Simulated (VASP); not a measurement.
A run of VASP 6.6.1 is set up as follows.

Contents of INCAR:

```
SYSTEM = ZnS
ALGO = Normal
EDIFF = 1E-6
ENCUT = 520
GGA = PE
ISIF = 2
ISMEAR = 0
LASPH = .TRUE.
LCHARG = .TRUE.
LELF = .TRUE.
LREAL = .FALSE.
LVHAR = .TRUE.
LWAVE = .FALSE.
NBANDS = 26
NELM = 60
PREC = Accurate
SIGMA = 0.05
```

File KPOINTS:

```
k-points
0
G
  12 12 6
  0 0 0
```

POSCAR

```
ZnS
1.0
    3.8109987816      0.0000000000      0.0000000000
   -1.9054993908      3.3004217586      0.0000000000
    0.0000000000      0.0000000000      6.2340000000
Zn S
2 2
Direct
    0.3333333333      0.6666666667      0.0000000000
    0.6666666667      0.3333333333      0.5000000000
    0.3333333333      0.6666666667      0.3609384023
    0.6666666667      0.3333333333      0.8850000000
```

Potentials or basis: VASP PAW PBE potentials, release 64 (Zn, S).

Launch:

```console
$ cat potpaw_PBE.64/Zn/POTCAR potpaw_PBE.64/S/POTCAR > POTCAR
$ mpirun -np 1 vasp_std > vasp.out
```

Problem. What does it give for the pressure?

Solution. 2.6 GPa.

Problem. What does it give for the largest force?

Solution. 1.160 eV/Å.

Problem. Estimate the band gap on the k mesh.

Solution. 2.18 eV, direct.

Forces in eV/Å, atoms in the order of the input:
```
Zn   0.000  0.000 -0.364
Zn   0.000  0.000  0.057
S    0.000  0.000  1.160
S    0.000  0.000 -0.854
```

Caveat: the cell differs from its parent crystal (atom 3 (S) moved -0.150 Å along Cartesian [0 0 1]); forces of over 1 eV/Å act on the atoms, so gaps and moduli don't describe the material at rest. A k mesh can miss the band edges.
